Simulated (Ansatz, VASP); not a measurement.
# Two plane-wave programs on Li2CdCuC6N6

```
Li Cd Cu C N
1.0
     0.00000    5.65496    5.65496
     5.65496    0.00000    5.65496
     5.65496    5.65496    0.00000
Li Cd Cu C N
2 1 1 6 6
Direct
  0.25000 0.25000 0.25000
  0.75000 0.75000 0.75000
  0.00000 0.00000 0.00000
  0.50000 0.50000 0.50000
  0.78863 0.21137 0.21137
  0.21137 0.78863 0.21137
  0.21137 0.21137 0.78863
  0.21137 0.78863 0.78863
  0.78863 0.21137 0.78863
  0.78863 0.78863 0.21137
  0.68513 0.31487 0.31487
  0.31487 0.68513 0.31487
  0.31487 0.31487 0.68513
  0.31487 0.68513 0.68513
  0.68513 0.31487 0.68513
  0.68513 0.68513 0.31487
```

Alike in both runs: functional PBE; k mesh 4 × 4 × 4; occupations gaussian, width 0.1 eV; collinear spin.

Ansatz relaxed the structure, and its values are those at the end. VASP's run is a single point on that final structure, the one shown.

|  | VASP | Ansatz |
| --- | --- | --- |
| version | VASP 6.6.1 | Ansatz 0.2.0 |
| potentials or method | VASP PAW PBE potentials, release 64 (Li_sv, Cd, Cu, C, N), cutoff 520 eV | scalar-relativistic, plane waves, PAW |
| valence electrons in the cell | 83 | 99 |

```csv
,VASP,Ansatz,Ansatz less VASP
gap on the k mesh at the Fermi level (eV),none,none,-
rms of the force components (eV/Å),0.185,0.006,-0.1799
net moment per atom (μB),0.06,0.06,0.000
size of the moment on the site where the two differ most (μB),0.04,0.02,-0.019
```

Site moments also hang on the region over which each program counts them. A gap of «none» marks a metal or a gap that the smearing closes. One of these differences is far larger than is usual between the two programs; its cause wasn't traced. The functional is the same, so the differences come from potentials, cutoffs and numerics. VASP's potentials hold 83 valence electrons a cell and Ansatz's 99, so a difference there can come from the potentials and not from the codes.

Noted on VASP's run: the cutoff is short for stress, so the pressure is rough; the standard files for N, O and F lose accuracy on very short bonds.
